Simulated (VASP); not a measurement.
**MgS5: single point with PBE**

The system is MgS5.

```
CELL_PARAMETERS angstrom
4.67919 0.00000 0.00000
-2.33959 4.05229 0.00000
0.00000 0.00000 7.56799
ATOMIC_POSITIONS crystal
Mg 0.00000 0.00000 0.00000
S 0.00000 0.73927 0.50000
S 0.73927 0.00000 0.50000
S 0.26073 0.26073 0.50000
S 0.66667 0.33333 0.00000
S 0.33333 0.66667 0.00000
```

The cell was generated, and may not be a known phase.

```
Program                : VASP 6.6.1
Task                   : single point
Functional             : PBE
Potentials or basis    : VASP PAW PBE potentials, release 64 (Mg_sv, S)
Cutoff                 : 840 eV
k mesh                 : 3 × 3 × 4
Occupations            : gaussian, width 0.1 eV
Spin                   : no spin polarisation
Dipole correction      : no
Further INCAR settings : ALGO = Normal; EDIFF = 1e-06; NBANDS = 29
```

```
Pressure               : -0.3 GPa
Largest force          : 0.203 eV/Å
Band gap on the k mesh : zero (bands 20 and 21 overlap by 0.10 eV)
```

Forces on the atoms (eV/Å):
```
Mg   0.000  0.000  0.000
S   -0.101  0.176  0.000
S    0.203  0.000  0.000
S   -0.101 -0.176  0.000
S    0.000  0.000  0.000
S    0.000  0.000  0.000
```

Stress tensor (GPa, compression positive):
```
-0.39  0.00  0.00
 0.00 -0.39  0.00
 0.00  0.00 -0.01
```

Levels at points of the mesh, in eV from the Fermi level:
| k point | band 16 | band 17 | band 18 | band 19 | band 20 | band 21 | band 22 | band 23 | band 24 | band 25 |
| --- | --- | --- | --- | --- | --- | --- | --- | --- | --- | --- |
| (0.00, 0.00, 0.00) | -2.31 | -1.28 | -0.85 | -0.85 | -0.12 | -0.12 | 0.62 | 2.27 | 5.18 | 5.18 |
| (0.00, 0.00, 0.50) | -2.66 | -1.31 | -0.92 | -0.92 | -0.01 | -0.01 | 0.68 | 2.88 | 5.09 | 5.18 |

Wall time 65 s on 1 thread of Intel(R) Xeon(R) Platinum 8488C (Sapphire Rapids), with other jobs on the host, peak memory 0.43 GiB.

Caveat: the k points lie up to 0.52 Å⁻¹ apart; semilocal functionals underestimate gaps, and a narrow one can read as zero.
